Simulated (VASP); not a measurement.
# Ge (Fd-3m) in VASP: a series of runs

The runs below take Ge through single point, with r2SCAN.

All numbers are computed with VASP 6.6.1; they aren't measurements. Logs are shortened: lines on timing, memory, paths and dates and some standing lists are left out, and cuts for length are marked.

**1. The cell of the first run**

Symmetry: Fd-3m, No. 227, cubic system. Conventional cell: a = 5.339 Å, b = 5.339 Å, c = 5.339 Å, α = 90.00°, β = 90.00°, γ = 90.00°. Ge (site symmetry -43m) has 4 Ge at 2.31 Å within 3.1 Å.

**2. Single point, r2SCAN**

File POSCAR:

```
Ge
1.0
    0.0000000000      2.6695887287      2.6695887287
    2.6695887287      0.0000000000      2.6695887287
    2.6695887287      2.6695887287      0.0000000000
Ge
2
Direct
    0.0000000000      0.0000000000      0.0000000000
    0.2500000000      0.2500000000      0.2500000000
```

File INCAR.step1:

```
  PREC = Accurate
  ENCUT = 520
  ISMEAR = 1
  SIGMA = 0.05
  LREAL = F
  LASPH = T
  NELM = 100
  NBANDS = 21
  GGA = PE
  ALGO = Normal
  EDIFF = 1E-4
  LWAVE = T
  LCHARG = F
```

File INCAR.step2:

```
  PREC = Accurate
  ENCUT = 520
  EDIFF = 1E-7
  ISMEAR = 1
  SIGMA = 0.05
  LREAL = F
  LASPH = T
  NELM = 100
  ALGO = Normal
  ISIF = 2
  LWAVE = F
  LCHARG = F
  METAGGA = R2SCAN
  LMIXTAU = T
  NBANDS = 21
  ISTART = 1
```

File KPOINTS:

```
regular mesh
0
Gamma
  6 6 6
```

Potentials or basis: VASP PAW PBE potentials, release 64 (Ge_d).

The run is started by

```sh
> cat potpaw_PBE.64/Ge_d/POTCAR > POTCAR
> cp INCAR.step1 INCAR
> mpirun -np 1 vasp_std > vasp.out
> cp INCAR.step2 INCAR
> mpirun -np 1 vasp_std > vasp.out
```

OUTCAR:

```text
PREC = Accurate
   ENCUT = 520
   EDIFF = 1E-7
   ISMEAR = 1
   LREAL = F
   LASPH = T
   NELM = 100
   ISIF = 2
   METAGGA = R2SCAN
   ISTART = 1

 ion  position               nearest neighbor table
   1  0.000  0.000  0.000-   2 2.31   2 2.31   2 2.31   2 2.31
   2  0.250  0.250  0.250-   1 2.31   1 2.31   1 2.31   1 2.31

  LATTYP: Found a face centered cubic cell.
 ALAT       =     5.3391774574

  Lattice vectors:

 A1 = (   0.0000000000,   2.6695887287,   2.6695887287)
 A2 = (   2.6695887287,   0.0000000000,   2.6695887287)
 A3 = (   2.6695887287,   2.6695887287,   0.0000000000)

Analysis of symmetry for initial positions (statically):
=====================================================================
 Subroutine PRICEL returns:
 Original cell was already a primitive cell.

 Routine SETGRP: Setting up the symmetry group for a
 face centered cubic supercell.

 Subroutine GETGRP returns: Found 48 space group operations
 (whereof 24 operations were pure point group operations)
 out of a pool of 48 trial point group operations.

The static configuration has the point symmetry T_d .
 The point group associated with its full space group is O_h .

Analysis of symmetry for dynamics (positions and initial velocities):
=====================================================================
 Subroutine PRICEL returns:
 Original cell was already a primitive cell.

 Routine SETGRP: Setting up the symmetry group for a
 face centered cubic supercell.

 Subroutine GETGRP returns: Found 48 space group operations
 (whereof 24 operations were pure point group operations)
 out of a pool of 48 trial point group operations.

The dynamic configuration has the point symmetry T_d .
 The point group associated with its full space group is O_h .

 Subroutine INISYM returns: Found 48 space group operations
 (whereof 24 operations are pure point group operations),
 and found     1 'primitive' translations

----------------------------------------------------------------------------------------

                                     Primitive cell

  volume of cell :      38.0507

  direct lattice vectors                    reciprocal lattice vectors
     0.000000000  2.669588729  2.669588729    -0.187294767  0.187294767  0.187294767
     2.669588729  0.000000000  2.669588729     0.187294767 -0.187294767  0.187294767
     2.669588729  2.669588729  0.000000000     0.187294767  0.187294767 -0.187294767

  length of vectors
     3.775368586  3.775368586  3.775368586     0.324404053  0.324404053  0.324404053

  position of ions in fractional coordinates (direct lattice)
     0.000000000  0.000000000  0.000000000
     0.250000000  0.250000000  0.250000000

  ion indices of the primitive-cell ions
   primitive index   ion index
                 1           1
                 2           2

----------------------------------------------------------------------------------------

 KPOINTS: regular mesh

Automatic generation of k-mesh.
 Grid dimensions read from file:
 generate k-points for:    6    6    6

 Generating k-lattice:

  Cartesian coordinates                     Fractional coordinates (reciprocal lattice)
    -0.031215795  0.031215795  0.031215795     0.166666667  0.000000000  0.000000000
     0.031215795 -0.031215795  0.031215795     0.000000000  0.166666667  0.000000000
     0.031215795  0.031215795 -0.031215795     0.000000000  0.000000000  0.166666667

  Length of vectors
     0.054067342  0.054067342  0.054067342

  Shift w.r.t. Gamma in fractional coordinates (k-lattice)
     0.000000000  0.000000000  0.000000000

 Subroutine IBZKPT returns following result:
 ===========================================

 Found     16 irreducible k-points:

 Following reciprocal coordinates:
            Coordinates               Weight
  0.000000  0.000000  0.000000      1.000000
  0.166667  0.000000  0.000000      8.000000
  0.333333  0.000000  0.000000      8.000000
  0.500000  0.000000  0.000000      4.000000
  0.166667  0.166667  0.000000      6.000000
  0.333333  0.166667  0.000000     24.000000
[... 8 lines left out ...]
 -0.333333  0.333333  0.166667     24.000000
 -0.333333  0.500000  0.166667     12.000000
   k-points           NKPTS =     16   k-points in BZ     NKDIM =     16   number of bands    NBANDS=     21
   number of dos      NEDOS =    301   number of ions     NIONS =      2
   total plane-waves  NPLWV =  21952
   dimension x,y,z NGX =    28 NGY =   28 NGZ =   28
   dimension x,y,z NGXF=    56 NGYF=   56 NGZF=   56
   ions per type =               2
   NGX,Y,Z   is equivalent  to a cutoff of  12.33, 12.33, 12.33 a.u.
   NGXF,Y,Z  is equivalent  to a cutoff of  24.66, 24.66, 24.66 a.u.
 SYSTEM =  unknown system
   PREC   = accura    normal or accurate (medium, high low for compatibility)
   ISTART =      1    job   : 0-new  1-cont  2-samecut
   ICHARG =      0    charge: 1-file 2-atom 10-const
   ISPIN  =      1    spin polarized calculation?
   LNONCOLLINEAR =      F non collinear calculations
   LSORBIT =      F    spin-orbit coupling
   LASPH  =      T    aspherical Exc in radial PAW
   ENCUT  =  520.0 eV  38.22 Ry    6.18 a.u.   7.02  7.02  7.02*2*pi/ulx,y,z
   NELM   =    100;   NELMIN=  2; NELMDL=  0     # of ELM steps
   EDIFF  = 0.1E-06   stopping-criterion for ELM
   LREAL  =      F    real-space projection
   EDIFFG = 0.1E-05   stopping-criterion for IOM
   NSW    =      0    number of steps for IOM
   IBRION =     -1    ionic relax: 0-MD 1-quasi-New 2-CG
   NFREE  =      0    steps in history (QN), initial steepest desc. (CG)
   ISIF   =      2    stress and relaxation
   ISYM   =      2    0-nonsym 1-usesym 2-fastsym
   POTIM  = 0.5000    time-step for ionic-motion
   TEBEG  =    0.0;   TEEND  =   0.0 temperature during run
   PSTRESS=    0.0 pullay stress
   NELECT =      28.0000    total number of electrons
   NUPDOWN=      -1.0000    fix difference up-down
   EMIN   =  10.00;   EMAX   =-10.00  energy-range for DOS
   EFERMI =   0.00;   METHOD = LEGACY
   ISMEAR =     1;   SIGMA  =   0.05  broadening in eV -4-tet -1-fermi 0-gaus
   EFERMI_NEDOS =   21; number of points for ismear=-14 and -15
   IALGO  =     38    algorithm
   IMIX   =      4    mixing-type and parameters
     AMIX     =   0.40;   BMIX     =  1.00
     AMIX_MAG =   1.60;   BMIX_MAG =  1.00
  volume/ion in A,a.u.               =      19.03       128.39
  Fermi-wavevector in a.u.,A,eV,Ry     =   1.477996  2.793007 29.721533  2.184471
  Thomas-Fermi vector in A             =   2.592331
   LORBIT       =      0    0 simple, 1 ext, 2 COOP (PROOUT), +10 PAW based schemes
   METAGGA = R2SCAN    functional components
   LHFCALC =     F    Hartree Fock is set to
   AEXX    =    0.0000 exact exchange contribution
   IVDW    =     0    specifies the selected vdW correction
   LEPSILON=     F    determine dielectric tensor
   LRPA    =     F    only Hartree local field effects (RPA)
 non-spin polarized calculation
 Methfessel and Paxton  Order N= 1 SIGMA  =   0.05
  energy-cutoff  :      520.00
  volume of cell :       38.05
 maximum number of plane-waves:      1034
   NGX = 13   NGY = 13   NGZ = 13

 number of electron      27.9999995 magnetization

 Free energy of the ion-electron system (eV)
  ---------------------------------------------------
  ext. energy  EPLUGINS =         0.00000000
  ---------------------------------------------------
  free energy    TOTEN  =       -27.29812804 eV

  energy without entropy =      -27.29816831  energy(sigma->0) =      -27.29814146

 E-fermi :   6.7380     XC(G=0): -11.7560

 val. band max:        6.6959345341   @ k =   0.0000   0.0000   0.0000
 cond. band min:       7.3047810159   @ k =   0.3333   0.3333   0.0000
 fundamental gap:      0.6088464818
 Fermi energy:         6.7379857971

 k-point     1 :       0.0000    0.0000    0.0000
  band No.  band energies     occupation
      1     -19.1513      2.00000
      2     -19.1513      2.00000
      3     -19.1513      2.00000
      4     -19.0967      2.00000
      5     -19.0967      2.00000
      6     -18.7609      2.00000
[... 13 lines left out ...]
     20      17.0791      0.00000
     21      17.0791      0.00000

 k-point     2 :       0.1667    0.0000    0.0000
  band No.  band energies     occupation
      1     -19.1712      2.00000
      2     -19.1712      2.00000
      3     -19.1449      2.00000
      4     -19.0667      2.00000
      5     -19.0667      2.00000
      6     -18.7796      2.00000
[... 13 lines left out ...]
     20      15.7255      0.00000
     21      15.7336      0.00000

 k-point     3 :       0.3333    0.0000    0.0000
  band No.  band energies     occupation
      1     -19.1861      2.00000
      2     -19.1861      2.00000
      3     -19.1320      2.00000
      4     -19.0363      2.00000
      5     -19.0363      2.00000
      6     -18.7962      2.00000
[... 13 lines left out ...]
     20      16.6181      0.00000
     21      16.6181      0.00000

 k-point     4 :       0.5000    0.0000    0.0000
  band No.  band energies     occupation
      1     -19.1886      2.00000
      2     -19.1886      2.00000
      3     -19.1253      2.00000
      4     -19.0290      2.00000
      5     -19.0290      2.00000
      6     -18.7977      2.00000
[... 13 lines left out ...]
     20      19.5364      0.00000
     21      19.5365      0.00000

 k-point     5 :       0.1667    0.1667    0.0000
  band No.  band energies     occupation
      1     -19.1705      2.00000
      2     -19.1654      2.00000
      3     -19.1654      2.00000
      4     -19.0697      2.00000
      5     -19.0328      2.00000
      6     -18.8399      2.00000
[... 13 lines left out ...]
     20      16.5137      0.00000
     21      17.6217      0.00000
[... 190 lines left out ...]
     20      21.0382      0.00000
     21      21.2618      0.00000

 k-point    14 :       0.5000    0.3333    0.1667
  band No.  band energies     occupation
      1     -19.2127      2.00000
      2     -19.2097      2.00000
      3     -19.0926      2.00000
      4     -19.0017      2.00000
      5     -18.9434      2.00000
      6     -18.9253      2.00000
[... 13 lines left out ...]
     20      18.2693      0.00000
     21      21.1572      0.00000

 k-point    15 :      -0.3333    0.3333    0.1667
  band No.  band energies     occupation
      1     -19.2297      2.00000
      2     -19.2131      2.00000
      3     -19.0579      2.00000
      4     -18.9733      2.00000
      5     -18.9330      2.00000
      6     -18.9258      2.00000
[... 13 lines left out ...]
     20      20.4042      0.00000
     21      20.4577      0.00000

 k-point    16 :      -0.3333    0.5000    0.1667
  band No.  band energies     occupation
      1     -19.2218      2.00000
      2     -19.2218      2.00000
      3     -19.0268      2.00000
      4     -19.0268      2.00000
      5     -18.9091      2.00000
      6     -18.9091      2.00000
[... 13 lines left out ...]
     20      19.8545      0.00000
     21      21.7423      0.00000

------------------------ aborting loop because EDIFF is reached ----------------------------------------

  FORCE on cell =-STRESS in cart. coord.  units (eV):
  Direction    XX          YY          ZZ          XY          YZ          ZX
  --------------------------------------------------------------------------------------
  -------------------------------------------------------------------------------------
  Total        4.7909561      4.7909561      4.7909561      0.0000000      0.0000000      0.0000000
  in kB      201.7296347    201.7296347    201.7296347      0.0000000      0.0000000      0.0000000
  external PRESSURE =     201.7296347 kB  Pullay stress =       0.0000000 kB

 VOLUME and BASIS-vectors are now :
 -----------------------------------------------------------------------------
  energy-cutoff  :      520.00
  volume of cell :       38.05
      direct lattice vectors                 reciprocal lattice vectors
     0.000000000  2.669588729  2.669588729    -0.187294767  0.187294767  0.187294767
     2.669588729  0.000000000  2.669588729     0.187294767 -0.187294767  0.187294767
     2.669588729  2.669588729  0.000000000     0.187294767  0.187294767 -0.187294767

 POSITION                                       TOTAL-FORCE (eV/Angst)
 -----------------------------------------------------------------------------------
      0.00000      0.00000      0.00000         0.000000      0.000000      0.000000
      1.33479      1.33479      1.33479        -0.000000     -0.000000     -0.000000
 -----------------------------------------------------------------------------------
    total drift:                                0.000000      0.000000      0.000000

  FREE ENERGIE OF THE ION-ELECTRON SYSTEM (eV)
  ---------------------------------------------------
  free  energy   TOTEN  =       -27.2981280428 eV

  energy  without entropy=      -27.2981683062  energy(sigma->0) =      -27.29814146
```

It took 58 s on 1 thread of Intel Xeon Platinum 8259CL at 2.50GHz (Skylake/Cascade Lake), shared host; peak memory 0.16 GiB.

What came out:

* Free energy: -27.2981 eV
* Pressure: 20.2 GPa
* Band gap on the k mesh: 0.61 eV, indirect (least direct gap 2.18 eV)

Caveat: the PAW data sets were made with another functional, which shifts forces and pressure a little. r2SCAN opens gaps a little over a GGA but as a rule still falls short of measured ones.

**3. Single point, r2SCAN**

This run uses another cell than the first one, of 22.81 Å³/atom, 1.199 times its volume.

File POSCAR:

```
Ge
1.0
    0.0000000000      2.8359030770      2.8359030770
    2.8359030770      0.0000000000      2.8359030770
    2.8359030770      2.8359030770      0.0000000000
Ge
2
Direct
    0.0000000000      0.0000000000      0.0000000000
    0.2500000000      0.2500000000      0.2500000000
```

File INCAR.step1:

```
SYSTEM = Ge
PREC = Accurate ; ENCUT = 520
ISMEAR = 1 ; SIGMA = 0.05
LREAL = .False. ; LASPH = .True.
NELM = 60 ; NBANDS = 21
GGA = PE ; ALGO = Normal
EDIFF = 1E-4 ; LWAVE = .True.
LCHARG = .False.
```

File INCAR.step2:

```
SYSTEM = Ge
PREC = Accurate ; ENCUT = 520
EDIFF = 1E-6 ; ISMEAR = 1
SIGMA = 0.05 ; LREAL = .False.
LASPH = .True. ; NELM = 60
ALGO = Normal ; ISIF = 2
LWAVE = .False. ; LCHARG = .False.
METAGGA = R2SCAN ; LMIXTAU = .True.
NBANDS = 21 ; ISTART = 1
```

File KPOINTS:

```
regular mesh
0
Gamma
  6 6 6
  0 0 0
```

Potentials or basis: VASP PAW PBE potentials, release 64 (Ge_d).

The run is started by

```sh
> cat potpaw_PBE.64/Ge_d/POTCAR > POTCAR
> cp INCAR.step1 INCAR
> mpirun -np 1 vasp_std > vasp.out
> cp INCAR.step2 INCAR
> mpirun -np 1 vasp_std > vasp.out
```

Run time: 52 s. Hardware: 1 thread of Intel Xeon Platinum 8259CL at 2.50GHz (Skylake/Cascade Lake), shared host; peak memory 0.17 GiB.

The run converged. Its results:

* Free energy: -27.7051 eV
* Pressure: 0.0 GPa
* Band gap on the k mesh: 0.33 eV, direct

Levels at points of the mesh, in eV from the valence-band top:
| k point | band 11 | band 12 | band 13 | band 14 | band 15 | band 16 | band 17 | band 18 |
| --- | --- | --- | --- | --- | --- | --- | --- | --- |
| (0.00, 0.00, 0.00) | -13.25 | 0.00 | 0.00 | 0.00 | 0.33 | 2.71 | 2.71 | 2.71 |
| (0.50, 0.00, 0.00) | -11.07 | -7.83 | -1.47 | -1.47 | 0.42 | 3.99 | 3.99 | 7.64 |
| (0.50, 0.50, 0.00) | -9.19 | -9.19 | -3.20 | -3.20 | 0.98 | 0.98 | 10.04 | 10.04 |

Caveat: the PAW data sets were made with another functional, which shifts forces and pressure a little.
